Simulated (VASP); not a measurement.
# Pt (P6_3/mmc) in VASP: settings compared, part 2 of 2

VASP 6.6.1. The steps go on from the part before.

## 3. Single point, HSE06

This run uses another cell than the first one, of 15.18 Å³/atom.

POSCAR reads:

```
Pt
1.0
    2.7233547499      0.0000000000      0.0000000000
   -1.3616773750      2.3584943969      0.0000000000
    0.0000000000      0.0000000000      4.7273674930
Pt
2
Direct
    0.3333333333      0.6666666667      0.2500000000
    0.6666666667      0.3333333333      0.7500000000
```

INCAR.step1 reads:

```
  ALGO = Normal
  EDIFF = 1E-5
  ENCUT = 520
  GGA = PE
  ISIF = 2
  ISMEAR = -1
  LASPH = True
  LCHARG = False
  LREAL = False
  LWAVE = True
  NBANDS = 17
  NELM = 100
  PREC = Accurate
  SIGMA = 0.05
```

INCAR.step2 reads:

```
  ALGO = Normal
  EDIFF = 1E-6
  ENCUT = 520
  GGA = PE
  HFSCREEN = 0.2079
  ISIF = 2
  ISMEAR = -1
  ISTART = 1
  LASPH = True
  LCHARG = False
  LHFCALC = True
  LREAL = False
  LWAVE = False
  NBANDS = 17
  NELM = 100
  PREC = Accurate
  PRECFOCK = Normal
  SIGMA = 0.05
```

KPOINTS reads:

```
k-points
0
Gamma
  6 6 4
```

Potentials or basis: VASP PAW PBE potentials, release 64 (Pt).

Run with:

```sh
cat potpaw_PBE.64/Pt/POTCAR > POTCAR
cp INCAR.step1 INCAR
mpirun -np 1 vasp_std > vasp.out
cp INCAR.step2 INCAR
mpirun -np 1 vasp_std > vasp.out
```

OUTCAR:

```text
EDIFF = 1E-6
   ENCUT = 520
   GGA = PE
   HFSCREEN = 0.2079
   ISIF = 2
   ISMEAR = -1
   ISTART = 1
   LASPH = True
   LHFCALC = True
   LREAL = False
   NELM = 100
   PREC = Accurate
   PRECFOCK = Normal

 ion  position               nearest neighbor table
   1  0.333  0.667  0.250-   2 2.84   2 2.84   2 2.84   2 2.84   2 2.84   2 2.84
   2  0.667  0.333  0.750-   1 2.84   1 2.84   1 2.84   1 2.84   1 2.84   1 2.84

  LATTYP: Found a hexagonal cell.
 ALAT       =     2.7233547499
 C/A-ratio  =     1.7358618054

  Lattice vectors:

 A1 = (   2.7233547499,   0.0000000000,   0.0000000000)
 A2 = (  -1.3616773750,   2.3584943969,   0.0000000000)
 A3 = (   0.0000000000,   0.0000000000,   4.7273674930)

Analysis of symmetry for initial positions (statically):
=====================================================================
 Subroutine PRICEL returns:
 Original cell was already a primitive cell.

 Routine SETGRP: Setting up the symmetry group for a
 hexagonal supercell.

 Subroutine GETGRP returns: Found 24 space group operations
 (whereof 12 operations were pure point group operations)
 out of a pool of 24 trial point group operations.

The static configuration has the point symmetry D_3d.
 The point group associated with its full space group is D_6h.

Analysis of symmetry for dynamics (positions and initial velocities):
=====================================================================
 Subroutine PRICEL returns:
 Original cell was already a primitive cell.

 Routine SETGRP: Setting up the symmetry group for a
 hexagonal supercell.

 Subroutine GETGRP returns: Found 24 space group operations
 (whereof 12 operations were pure point group operations)
 out of a pool of 24 trial point group operations.

The dynamic configuration has the point symmetry D_3d.
 The point group associated with its full space group is D_6h.

 Subroutine INISYM returns: Found 24 space group operations
 (whereof 12 operations are pure point group operations),
 and found     1 'primitive' translations

----------------------------------------------------------------------------------------

                                     Primitive cell

  volume of cell :      30.3640

  direct lattice vectors                    reciprocal lattice vectors
     2.723354750  0.000000000  0.000000000     0.367194175  0.211999656  0.000000000
    -1.361677375  2.358494397  0.000000000     0.000000000  0.423999311  0.000000000
     0.000000000  0.000000000  4.727367493     0.000000000  0.000000000  0.211534221

  length of vectors
     2.723354750  2.723354750  4.727367493     0.423999311  0.423999311  0.211534221

  position of ions in fractional coordinates (direct lattice)
     0.333333333  0.666666667  0.250000000
     0.666666667  0.333333333  0.750000000

  ion indices of the primitive-cell ions
   primitive index   ion index
                 1           1
                 2           2

----------------------------------------------------------------------------------------
[... 26 lines left out ...]
            Coordinates               Weight
  0.000000  0.000000  0.000000      1.000000
  0.166667 -0.000000  0.000000      6.000000
  0.333333 -0.000000  0.000000      6.000000
  0.500000 -0.000000  0.000000      3.000000
  0.166667  0.166667  0.000000      6.000000
  0.333333  0.166667  0.000000     12.000000
[... 13 lines left out ...]
  0.333333  0.166667  0.500000     12.000000
  0.333333  0.333333  0.500000      2.000000
   k-points           NKPTS =     21   k-points in BZ     NKDIM =    144   number of bands    NBANDS=     17
   number of dos      NEDOS =    301   number of ions     NIONS =      2
   total plane-waves  NPLWV =  14400
   dimension x,y,z NGX =    20 NGY =   20 NGZ =   36
   dimension x,y,z NGXF=    40 NGYF=   40 NGZF=   72
   ions per type =               2
   NGX,Y,Z   is equivalent  to a cutoff of  12.21, 12.21, 12.66 a.u.
   NGXF,Y,Z  is equivalent  to a cutoff of  24.42, 24.42, 25.32 a.u.
 SYSTEM =  unknown system
   PREC   = accura    normal or accurate (medium, high low for compatibility)
   ISTART =      1    job   : 0-new  1-cont  2-samecut
   ICHARG =      0    charge: 1-file 2-atom 10-const
   ISPIN  =      1    spin polarized calculation?
   LNONCOLLINEAR =      F non collinear calculations
   LSORBIT =      F    spin-orbit coupling
   LASPH  =      T    aspherical Exc in radial PAW
   ENCUT  =  520.0 eV  38.22 Ry    6.18 a.u.   5.06  5.06  8.79*2*pi/ulx,y,z
   NELM   =    100;   NELMIN=  2; NELMDL=  0     # of ELM steps
   EDIFF  = 0.1E-05   stopping-criterion for ELM
   LREAL  =      F    real-space projection
   EDIFFG = 0.1E-04   stopping-criterion for IOM
   NSW    =      0    number of steps for IOM
   IBRION =     -1    ionic relax: 0-MD 1-quasi-New 2-CG
   NFREE  =      0    steps in history (QN), initial steepest desc. (CG)
   ISIF   =      2    stress and relaxation
   ISYM   =      3    0-nonsym 1-usesym 2-fastsym
   POTIM  = 0.5000    time-step for ionic-motion
   TEBEG  =    0.0;   TEEND  =   0.0 temperature during run
   PSTRESS=    0.0 pullay stress
   NELECT =      20.0000    total number of electrons
   NUPDOWN=      -1.0000    fix difference up-down
   EMIN   =  10.00;   EMAX   =-10.00  energy-range for DOS
   EFERMI =   0.00;   METHOD = LEGACY
   ISMEAR =    -1;   SIGMA  =   0.05  broadening in eV -4-tet -1-fermi 0-gaus
   EFERMI_NEDOS =   21; number of points for ismear=-14 and -15
   IALGO  =     38    algorithm
   IMIX   =      1    mixing-type and parameters
     AMIX     =   0.40;   BMIX     =  1.00
     AMIX_MAG =   1.60;   BMIX_MAG =  1.00
  volume/ion in A,a.u.               =      15.18       102.45
  Fermi-wavevector in a.u.,A,eV,Ry     =   1.424400  2.691726 27.605076  2.028916
  Thomas-Fermi vector in A             =   2.544895
   LORBIT       =      0    0 simple, 1 ext, 2 COOP (PROOUT), +10 PAW based schemes
   GGA     = PE    functional components
   LHFCALC =     T    Hartree Fock is set to
   PRECFOCK=normal    Normal, Fast or Accurate (Low or Medium for compatibility)
   ENCUT4O =  -1.0   cutoff for four orbital integrals eV
   NKREDX  =     1    reduce k-point grid by
   NKREDY  =     1    reduce k-point grid by
   NKREDZ  =     1    reduce k-point grid by
   AEXX    =    0.2500 exact exchange contribution
   HFSCREEN=    0.2079 screening length (either q_TF or 0.3 A-1)
   HFSCREENC=   0.2079 screening length for correlation (either q_TF or 0.3 A-1)
   ENCUTFOCK=  -1.0 apply spherical cutoff to Coloumb kernel
   IVDW    =     0    specifies the selected vdW correction
   LEPSILON=     F    determine dielectric tensor
   LRPA    =     F    only Hartree local field effects (RPA)
 non-spin polarized calculation
  energy-cutoff  :      520.00
  volume of cell :       30.36
 maximum number of plane-waves:       832
  NGX = 16; NGY = 16; NGZ = 28

 number of electron      20.0000001 magnetization

 Free energy of the ion-electron system (eV)
  ---------------------------------------------------
  ext. energy  EPLUGINS =         0.00000000
  ---------------------------------------------------
  free energy    TOTEN  =       -13.80800529 eV

  energy without entropy =      -13.79156476  energy(sigma->0) =      -13.79978502

 E-fermi :  10.4619     XC(G=0): -10.9357

 val. band max:       10.2692038832   @ k =   0.3333   0.3333   0.5000
 cond. band min:      10.5100320513   @ k =   0.1667   0.1667   0.5000
 fundamental gap:      0.2408281681
 Fermi energy:        10.4619427537

 k-point     1 :       0.0000    0.0000    0.0000
  band No.  band energies     occupation
      1      -0.3645      2.00000
      2       2.3339      2.00000
      3       5.6910      2.00000
      4       6.3007      2.00000
      5       6.3007      2.00000
      6       6.7088      2.00000
[... 397 lines left out ...]
      4       5.0642      2.00000
      5       6.2072      2.00000
      6       6.2072      2.00000
[... 9 lines left out ...]
     16      20.6984      0.00000
     17      30.0239      0.00000

------------------------ aborting loop because EDIFF is reached ----------------------------------------

  FORCE on cell =-STRESS in cart. coord.  units (eV):
  Direction    XX          YY          ZZ          XY          YZ          ZX
  --------------------------------------------------------------------------------------
  -------------------------------------------------------------------------------------
  Total        0.2394145      0.2394145     -0.1393199     -0.0000000     -0.0000000      0.0000000
  in kB       12.6328881     12.6328881     -7.3513178     -0.0000000     -0.0000000      0.0000000
  external PRESSURE =       5.9714862 kB  Pullay stress =       0.0000000 kB

 VOLUME and BASIS-vectors are now :
 -----------------------------------------------------------------------------
  energy-cutoff  :      520.00
  volume of cell :       30.36
      direct lattice vectors                 reciprocal lattice vectors
     2.723354750  0.000000000  0.000000000     0.367194175  0.211999656  0.000000000
    -1.361677375  2.358494397  0.000000000     0.000000000  0.423999311  0.000000000
     0.000000000  0.000000000  4.727367493     0.000000000  0.000000000  0.211534221

 POSITION                                       TOTAL-FORCE (eV/Angst)
 -----------------------------------------------------------------------------------
     -0.00000      1.57233      1.18184        -0.000000      0.000000     -0.000000
      1.36168      0.78616      3.54553         0.000000     -0.000000      0.000000
 -----------------------------------------------------------------------------------
    total drift:                               -0.000000     -0.000000     -0.000000

  FREE ENERGIE OF THE ION-ELECTRON SYSTEM (eV)
  ---------------------------------------------------
  free  energy   TOTEN  =       -13.8080052887 eV

  energy  without entropy=      -13.7915647573  energy(sigma->0) =      -13.79978502
```

Wall time 36 min (1 thread of Intel Xeon Platinum 8259CL at 2.50GHz (Skylake/Cascade Lake), shared host); peak memory 0.26 GiB.

What came out:

```
Free energy            : -13.8080 eV
Pressure               : 0.6 GPa
Band gap on the k mesh : zero (bands 10 and 11 overlap by 2.03 eV)
```

Caveat: the k points lie up to 0.44 Å⁻¹ apart, too coarse for converged energies and pressures of a metal; the PAW data sets were made with another functional, which shifts forces and pressure a little; spin-orbit coupling is left out, which moves the levels of the heavy elements.

## 4. Single point, HSE06

This run uses another cell than the first one, of 14.87 Å³/atom.

POSCAR reads:

```
Pt
1.0
    2.7043096880      0.0000000000      0.0000000000
   -1.3521548440      2.3420008895      0.0000000000
    0.0000000000      0.0000000000      4.6943078975
Pt
2
Direct
    0.3333333333      0.6666666667      0.2500000000
    0.6666666667      0.3333333333      0.7500000000
```

INCAR.step1 reads:

```
PREC     = Accurate       # precision mode
ENCUT    = 520            # plane-wave cutoff, eV
EDIFF    = 1E-5           # SCF threshold, eV
ISMEAR   = -1             # smearing method
SIGMA    = 0.05           # smearing width, eV
LREAL    = F              # projectors in reciprocal space
LASPH    = T              # aspherical terms in the spheres
NELM     = 80             # most SCF steps
ALGO     = Normal         # electronic algorithm
ISIF     = 2              # what is computed and relaxed
LWAVE    = T              # write WAVECAR
GGA      = PE             # functional
NBANDS   = 17             # bands
```

INCAR.step2 reads:

```
PREC     = Accurate       # precision mode
ENCUT    = 520            # plane-wave cutoff, eV
EDIFF    = 1E-6           # SCF threshold, eV
ISMEAR   = -1             # smearing method
SIGMA    = 0.05           # smearing width, eV
LREAL    = F              # projectors in reciprocal space
LASPH    = T              # aspherical terms in the spheres
NELM     = 80             # most SCF steps
ALGO     = Normal         # electronic algorithm
ISIF     = 2              # what is computed and relaxed
LWAVE    = F              # write WAVECAR
LCHARG   = T              # write CHGCAR
GGA      = PE             # functional
LHFCALC  = T              # exact exchange
HFSCREEN = 0.2079         # screening, 1/A
PRECFOCK = Normal       
LELF     = T              # ELF
LVHAR    = T            
ISTART   = 1            
NBANDS   = 17             # bands
```

KPOINTS reads:

```
regular mesh
0
Gamma
  6 6 4
```

Run with:

```sh
cat potpaw_PBE.64/Pt/POTCAR > POTCAR
cp INCAR.step1 INCAR
mpirun -np 1 vasp_std > vasp.out
cp INCAR.step2 INCAR
mpirun -np 1 vasp_std > vasp.out
```

Run time: 30 min. Hardware: 1 thread of AMD EPYC 7R13 (Zen 3), shared host; peak memory 0.23 GiB.

The run converged. Its results:

| Item | Value |
| --- | --- |
| Free energy | -13.7930 eV |
| Pressure | 6.8 GPa |
| Band gap on the k mesh | zero (bands 10 and 11 overlap by 2.09 eV) |

Stress tensor (GPa, compression positive):
```
7.78 0.00 0.00
0.00 7.78 0.00
0.00 0.00 4.71
```

Levels at points of the mesh, in eV from the Fermi level:
```csv
k point,band 8,band 9,band 10,band 11,band 12,band 13
"(0.00, 0.00, 0.00)",-2.60,-2.60,-0.82,-0.59,-0.59,6.28
"(0.50, 0.00, 0.00)",-0.39,0.54,0.77,2.95,4.80,8.89
"(0.00, 0.00, 0.50)",-4.31,-1.33,-1.33,-1.33,-1.33,13.78
"(0.50, 0.00, 0.50)",-0.97,0.67,0.67,2.14,2.14,8.22
```

Caveat: the k points lie up to 0.45 Å⁻¹ apart, too coarse for converged energies and pressures of a metal; the PAW data sets were made with another functional, which shifts forces and pressure a little; spin-orbit coupling is left out, which moves the levels of the heavy elements.

## 5. Overview

```csv
level,spin,cell,k mesh,grid for exact exchange (PRECFOCK),share of exact exchange,screening parameter,gap on the mesh (eV),pressure (GPa)
PBEsol,"non-collinear, zero start, SOC","a = 2.761, b = 2.761, c = 4.792 Å, angles 90.0, 90.0, 120.0°, 2 atoms",8 × 8 × 4,-,-,-,-,-10.2
HSE06,off,"a = 2.723, b = 2.723, c = 4.727 Å, angles 90.0, 90.0, 120.0°, 2 atoms",6 × 6 × 4,Normal,0.25,0.2079 1/Å,none,0.6
HSE06,off,"a = 2.704, b = 2.704, c = 4.694 Å, angles 90.0, 90.0, 120.0°, 2 atoms",6 × 6 × 4,Normal,0.25,0.2079 1/Å,none,6.8
```

Alike in all rows: task single point; potentials or basis VASP PAW PBE potentials, release 64 (Pt); cutoff (eV) 520; smearing fermi-dirac 0.05 eV.

Caveats: some runs use coarse meshes; the PAW data sets were made with another functional, which shifts forces and pressure a little; spin-orbit coupling is left out, which moves the levels of the heavy elements (at least some runs); the cell stands under tension (at least some runs).

Absolute energies hang on the potentials; compare differences alone.
